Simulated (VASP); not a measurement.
# TaN (P-62m) in VASP: a series of runs, part 2 of 2

VASP 6.6.1. Earlier steps stand in the parts before.

**4. Single point, PBEsol**

This run uses another cell than the first one, of 12.19 Å³/atom, 1.049 times its volume.

INCAR

```
PREC = Accurate
ENCUT = 520
EDIFF = 1E-6
ISMEAR = -1
SIGMA = 0.05
LREAL = False
LASPH = True
NELM = 80
ALGO = Normal
ISIF = 2
LWAVE = False
LCHARG = False
GGA = PS
NBANDS = 33
```

KPOINTS

```
Automatic mesh
0
Gamma
  5 5 8
```

POSCAR

```
TaN
1.0
    5.3227813985      0.0000000000      0.0000000000
   -2.6613906993      4.6096639119      0.0000000000
    0.0000000000      0.0000000000      2.9820278389
Ta N
3 3
Direct
    0.3333333333      0.6666666667      0.5000000000
    0.6666666667      0.3333333333      0.5000000000
    0.0000000000      0.0000000000      0.0000000000
    0.3928500000      0.0000000000      0.0000000000
    0.6071500000      0.6071500000      0.0000000000
    0.0000000000      0.3928500000      0.0000000000
```

Potentials or basis: VASP PAW PBE potentials, release 64 (Ta_pv, N).

On the command line:

```
$ cat potpaw_PBE.64/Ta_pv/POTCAR potpaw_PBE.64/N/POTCAR > POTCAR
$ mpirun -np 1 vasp_std > vasp.out
```

OUTCAR:

```text
PREC = Accurate
   ENCUT = 520
   EDIFF = 1E-6
   ISMEAR = -1
   LREAL = False
   LASPH = True
   NELM = 80
   ISIF = 2
   GGA = PS

 ion  position               nearest neighbor table
   1  0.333  0.667  0.500-   5 2.22   5 2.22   6 2.22   6 2.22   4 2.22   4 2.22   2 3.07   2 3.07
                             2 3.07   3 3.42   3 3.42   3 3.42   3 3.42   3 3.42   3 3.42
   2  0.667  0.333  0.500-   6 2.22   6 2.22   4 2.22   4 2.22   5 2.22   5 2.22   1 3.07   1 3.07
                             1 3.07   3 3.42   3 3.42   3 3.42   3 3.42   3 3.42   3 3.42
   3  0.000  0.000  0.000-   4 2.09   5 2.09   6 2.09   2 3.42   1 3.42   1 3.42   2 3.42   2 3.42
                             2 3.42   1 3.42   1 3.42   2 3.42   2 3.42   1 3.42   1 3.42
   4  0.393  0.000  0.000-   3 2.09   1 2.22   1 2.22   2 2.22   2 2.22
[... 1073 lines left out ...]
  Total      -10.0331643    -10.0331644    -11.3302900      0.0000000      0.0000000      0.0000000
  in kB     -219.6994259   -219.6994261   -248.1030045      0.0000000      0.0000000      0.0000000
  external PRESSURE =    -229.1672855 kB  Pullay stress =       0.0000000 kB

 VOLUME and BASIS-vectors are now :
 -----------------------------------------------------------------------------
  energy-cutoff  :      520.00
  volume of cell :       73.17
      direct lattice vectors                 reciprocal lattice vectors
     5.322781399  0.000000000  0.000000000     0.187871702  0.108467778  0.000000000
    -2.661390699  4.609663912  0.000000000     0.000000000  0.216935555  0.000000000
     0.000000000  0.000000000  2.982027839     0.000000000  0.000000000  0.335342275

 POSITION                                       TOTAL-FORCE (eV/Angst)
 -----------------------------------------------------------------------------------
     -0.00000      3.07311      1.49101        -0.000000      0.000000     -0.000000
      2.66139      1.53655      1.49101        -0.000000     -0.000000     -0.000000
      0.00000      0.00000      0.00000        -0.000000      0.000000     -0.000000
      2.09105      0.00000      0.00000        -0.293325     -0.000000      0.000000
      1.61586      2.79876      0.00000         0.146663      0.254027      0.000000
     -1.04553      1.81091      0.00000         0.146663     -0.254027     -0.000000
 -----------------------------------------------------------------------------------
    total drift:                               -0.000001     -0.000001      0.000001

  FREE ENERGIE OF THE ION-ELECTRON SYSTEM (eV)
  ---------------------------------------------------
  free  energy   TOTEN  =       -71.0135071781 eV

  energy  without entropy=      -71.0049697458  energy(sigma->0) =      -71.00923846
```

stdout:

```text
POSCAR found type information on POSCAR TaN
 POSCAR found :  2 types and       6 ions
 scaLAPACK will be used
 -----------------------------------------------------------------------------
|                                                                             |
|                                                                             |
|     You enforced a specific xc type in the INCAR file but a different       |
|     I HOPE YOU KNOW WHAT YOU ARE DOING!                                     |
|                                                                             |
 -----------------------------------------------------------------------------

 LDA part: xc-table for (Slater+PW92), standard interpolation
 POSCAR, INCAR and KPOINTS ok, starting setup
 FFT: planning ... GRIDC
 FFT: planning ... GRID_SOFT
 FFT: planning ... GRID
 WAVECAR not read
 entering main loop
```

Run time: 24 s. Hardware: 1 thread of Intel Xeon 6975P-C (Granite Rapids), shared host; peak memory 0.21 GiB.

Results:

```yaml
Free_energy: -71.0135 eV
Pressure: -22.9 GPa
Largest_force: 0.293 eV/Å
Band_gap_on_the_k_mesh: zero (band 24 reaches 9.13 eV, above the bottom of band 25 at 6.25 eV)
```

Forces in eV/Å, atoms in the order of the input:
```
Ta   0.000  0.000  0.000
Ta   0.000  0.000  0.000
Ta   0.000  0.000  0.000
N   -0.293  0.000  0.000
N    0.147  0.254  0.000
N    0.147 -0.254  0.000
```

Stress tensor (GPa, compression positive):
```
-21.97   0.00   0.00
  0.00 -21.97   0.00
  0.00   0.00 -24.81
```

Levels at points of the mesh, in eV from the Fermi level:
```csv
k point,band 20,band 21,band 22,band 23,band 24,band 25,band 26,band 27,band 28,band 29
"(0.00, 0.00, 0.00)",-4.85,-4.13,-3.33,-1.97,-0.97,-0.97,0.39,0.39,1.50,1.55
"(0.00, 0.00, 0.50)",-4.34,-4.30,-2.80,-2.80,1.58,1.58,1.68,1.80,1.80,2.82
```

Caveat: the PAW data sets were made with another functional, which shifts forces and pressure a little; spin-orbit coupling is left out, which moves the levels of the heavy elements.

**5. Overview**

| cell | gap on the mesh (eV) | pressure (GPa) | largest force (eV/Å) |
| --- | --- | --- | --- |
| a = 5.239, b = 5.239, c = 2.935 Å, angles 90.0, 90.0, 120.0°, 6 atoms | none | -10.5 | 0.11 |
| a = 5.281, b = 5.281, c = 2.959 Å, angles 90.0, 90.0, 120.0°, 6 atoms | none | -17.1 | 0.21 |
| a = 5.323, b = 5.323, c = 2.982 Å, angles 90.0, 90.0, 120.0°, 6 atoms | none | -22.9 | 0.29 |

Alike in all rows: task single point; level PBEsol; potentials or basis VASP PAW PBE potentials, release 64 (Ta_pv, N); no spin polarisation; k mesh 5 × 5 × 8; cutoff (eV) 520; smearing fermi-dirac 0.05 eV.

Caveats: the PAW data sets were made with another functional, which shifts forces and pressure a little; spin-orbit coupling is left out, which moves the levels of the heavy elements.

Absolute energies hang on the potentials; compare differences alone.
